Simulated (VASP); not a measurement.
# WC (Fm-3m) in VASP: notebook, part 2 of 2

VASP 6.6.1. Earlier steps stand in the parts before.

## Step 5: Density of states, LDA+U

File POSCAR:

```
WC
1.0
    0.0000000000      2.1926840000      2.1926840000
    2.1926840000      0.0000000000      2.1926840000
    2.1926840000      2.1926840000      0.0000000000
W C
1 1
Direct
    0.0000000000      0.0000000000      0.0000000000
    0.5000000000      0.5000000000      0.5000000000
```

File INCAR.step1:

```
SYSTEM = WC
  PREC = Accurate
  ENCUT = 910
  EDIFF = 1E-6
  ISMEAR = -1
  SIGMA = 0.05
  LREAL = .False.
  LASPH = .True.
  NELM = 200
  ALGO = Normal
  ISIF = 2
  LWAVE = .False.
  LCHARG = .True.
  LMAXMIX = 4
  LDAU = .True.
  LDAUTYPE = 2
  LDAUL = 2 -1
  LDAUU = 2 0
  LDAUJ = 0 0
  LDAUPRINT = 1
  GGA = CA
  NBANDS = 16
  GGA_COMPAT = .False.
  NEDOS = 2001
  LORBIT = 11
```

File KPOINTS.step1:

```
Automatic mesh
0
Gamma
  10 10 10
  0 0 0
```

File INCAR.step2:

```
SYSTEM = WC
  PREC = Accurate
  ENCUT = 910
  EDIFF = 1E-6
  ISMEAR = -5
  SIGMA = 0.05
  LREAL = .False.
  LASPH = .True.
  NELM = 200
  ALGO = Normal
  ISIF = 2
  LWAVE = .False.
  LCHARG = .False.
  LMAXMIX = 4
  LDAU = .True.
  LDAUTYPE = 2
  LDAUL = 2 -1
  LDAUU = 2 0
  LDAUJ = 0 0
  LDAUPRINT = 1
  GGA = CA
  LORBIT = 11
  NEDOS = 2001
  ICHARG = 11
  GGA_COMPAT = .False.
```

File KPOINTS.step2:

```
Automatic mesh
0
Gamma
  15 15 15
  0 0 0
```

Potentials or basis: VASP PAW LDA potentials, release 64 (W_sv, C_h).

The run is started by

```
cat potpaw_LDA.64/W_sv/POTCAR potpaw_LDA.64/C_h/POTCAR > POTCAR
cp INCAR.step1 INCAR
cp KPOINTS.step1 KPOINTS
mpirun -np 1 vasp_std > vasp.out
cp INCAR.step2 INCAR
cp KPOINTS.step2 KPOINTS
mpirun -np 1 vasp_std > vasp.out
```

OUTCAR:

```text
SYSTEM = WC
   PREC = Accurate
   ENCUT = 910
   EDIFF = 1E-6
   ISMEAR = -5
   LREAL = .False.
   LASPH = .True.
   NELM = 200
   ISIF = 2
   GGA = CA
   LORBIT = 11
   ICHARG = 11

 ion  position               nearest neighbor table
   1  0.000  0.000  0.000-   2 2.19   2 2.19   2 2.19   2 2.19   2 2.19   2 2.19
   2  0.500  0.500  0.500-   1 2.19   1 2.19   1 2.19   1 2.19   1 2.19   1 2.19

  LATTYP: Found a face centered cubic cell.
 ALAT       =     4.3853680000

  Lattice vectors:

 A1 = (   0.0000000000,   2.1926840000,   2.1926840000)
 A2 = (   2.1926840000,   0.0000000000,   2.1926840000)
[... 612 lines left out ...]
  -------------------------------------------------------------------------------------
  Total       -1.4458228     -1.4458228     -1.4458228     -0.0000000      0.0000000      0.0000000
  in kB     -109.8670624   -109.8670624   -109.8670624     -0.0000000      0.0000000      0.0000000
  external PRESSURE =    -109.8670624 kB  Pullay stress =       0.0000000 kB

 VOLUME and BASIS-vectors are now :
 -----------------------------------------------------------------------------
  energy-cutoff  :      910.00
  volume of cell :       21.08
      direct lattice vectors                 reciprocal lattice vectors
     0.000000000  2.192684000  2.192684000    -0.228031034  0.228031034  0.228031034
     2.192684000  0.000000000  2.192684000     0.228031034 -0.228031034  0.228031034
     2.192684000  2.192684000  0.000000000     0.228031034  0.228031034 -0.228031034

 POSITION                                       TOTAL-FORCE (eV/Angst)
 -----------------------------------------------------------------------------------
      0.00000      0.00000      0.00000        -0.000000     -0.000000      0.000000
      2.19268      2.19268      2.19268         0.000000      0.000000      0.000000
 -----------------------------------------------------------------------------------
    total drift:                                0.000000     -0.000000     -0.000000

  FREE ENERGIE OF THE ION-ELECTRON SYSTEM (eV)
  ---------------------------------------------------
  free  energy   TOTEN  =       -21.5228076038 eV

  energy  without entropy=      -21.5228076038  energy(sigma->0) =      -21.52280760

 total charge

# of ion       s       p       d       tot
------------------------------------------
    1        2.315   6.364   3.369  12.048
    2        0.462   0.951   0.000   1.413
--------------------------------------------------
tot          2.777   7.315   3.369  13.461
```

OUTCAR.step1:

```text
SYSTEM = WC
   PREC = Accurate
   ENCUT = 910
   EDIFF = 1E-6
   ISMEAR = -1
   LREAL = .False.
   LASPH = .True.
   NELM = 200
   ISIF = 2
   GGA = CA
   LORBIT = 11

 ion  position               nearest neighbor table
[... 712 lines left out ...]

  FREE ENERGIE OF THE ION-ELECTRON SYSTEM (eV)
  ---------------------------------------------------
  free  energy   TOTEN  =       -21.5370071159 eV

  energy  without entropy=      -21.5303825140  energy(sigma->0) =      -21.53369481

 total charge

# of ion       s       p       d       tot
------------------------------------------
    1        2.313   6.364   3.375  12.052
    2        0.462   0.950   0.000   1.412
--------------------------------------------------
tot          2.774   7.315   3.375  13.464
```

It took 24 s on 1 thread of Intel Xeon Platinum 8559C (Emerald Rapids), shared host; peak memory 0.22 GiB.

Results:

* Valence electrons inside the program's atomic spheres: W 12.05; C 1.41

Eigenvalues of the final occupation matrices:
```csv
site,spin,trace,eigenvalues
site 1 d,1,1.72,0.34 0.34 0.34 0.35 0.35
site 1 d,2,1.72,0.34 0.34 0.34 0.35 0.35
```

Caveat: the cutoff is under 1.25 times the usual one of these potentials, so pressure, stress and relaxed cells hold a basis-set (Pulay) error; the bands computed are all filled at some k points, so no gap is given; spin-orbit coupling is left out, which moves the levels of the heavy elements; the U is typed as a test and isn't derived for this compound.

## Step 6: Density of states, LDA

POSCAR is that of step 5.

File INCAR.step1:

```
SYSTEM = WC
PREC     = Accurate       ! precision mode
ENCUT    = 910            ! plane-wave cutoff, eV
EDIFF    = 1E-6           ! SCF threshold, eV
ISMEAR   = -1             ! smearing method
SIGMA    = 0.05           ! smearing width, eV
LREAL    = .FALSE.        ! projectors in reciprocal space
LASPH    = .TRUE.         ! aspherical terms in the spheres
NELM     = 120            ! most SCF steps
ALGO     = Normal         ! electronic algorithm
ISIF     = 2              ! what is computed and relaxed
LWAVE    = .FALSE.        ! write WAVECAR
LCHARG   = .TRUE.         ! write CHGCAR
LMAXMIX  = 4              ! l up to which the mixer works
GGA      = CA             ! functional
NBANDS   = 16             ! bands
GGA_COMPAT= .FALSE.      
NEDOS    = 2001           ! points of the DOS
LORBIT   = 11             ! projections on sites
```

File KPOINTS.step1:

```
regular mesh
0
G
  10 10 10
  0 0 0
```

File INCAR.step2:

```
SYSTEM = WC
PREC     = Accurate       ! precision mode
ENCUT    = 910            ! plane-wave cutoff, eV
EDIFF    = 1E-6           ! SCF threshold, eV
ISMEAR   = -5             ! smearing method
SIGMA    = 0.05           ! smearing width, eV
LREAL    = .FALSE.        ! projectors in reciprocal space
LASPH    = .TRUE.         ! aspherical terms in the spheres
NELM     = 120            ! most SCF steps
ALGO     = Normal         ! electronic algorithm
ISIF     = 2              ! what is computed and relaxed
LWAVE    = .FALSE.        ! write WAVECAR
LCHARG   = .FALSE.        ! write CHGCAR
LMAXMIX  = 4              ! l up to which the mixer works
GGA      = CA             ! functional
LORBIT   = 11             ! projections on sites
NEDOS    = 1001           ! points of the DOS
ICHARG   = 11             ! starting density
GGA_COMPAT= .FALSE.
```

File KPOINTS.step2:

```
regular mesh
0
G
  15 15 15
  0 0 0
```

Potentials or basis: VASP PAW LDA potentials, release 64 (W_sv, C_h).

The run is started by

```
cat potpaw_LDA.64/W_sv/POTCAR potpaw_LDA.64/C_h/POTCAR > POTCAR
cp INCAR.step1 INCAR
cp KPOINTS.step1 KPOINTS
mpirun -np 1 vasp_std > vasp.out
cp INCAR.step2 INCAR
cp KPOINTS.step2 KPOINTS
mpirun -np 1 vasp_std > vasp.out
```

Run time: 26 s. Hardware: 1 thread of Intel Xeon 6975P-C (Granite Rapids), shared host; peak memory 0.21 GiB.

The run converged. Its results:

```
Valence electrons inside the program's atomic spheres : W 12.09; C 1.41
```

Levels at points of the mesh, in eV from the Fermi level:
| k point | band 7 | band 8 | band 9 | band 10 | band 11 | band 12 |
| --- | --- | --- | --- | --- | --- | --- |
| (0.00, 0.00, 0.00) | -2.71 | -2.71 | -0.99 | -0.99 | -0.99 | -0.94 |

Caveat: the cutoff is under 1.25 times the usual one of these potentials, so pressure, stress and relaxed cells hold a basis-set (Pulay) error; the bands computed are all filled at some k points, so no gap is given; spin-orbit coupling is left out, which moves the levels of the heavy elements.
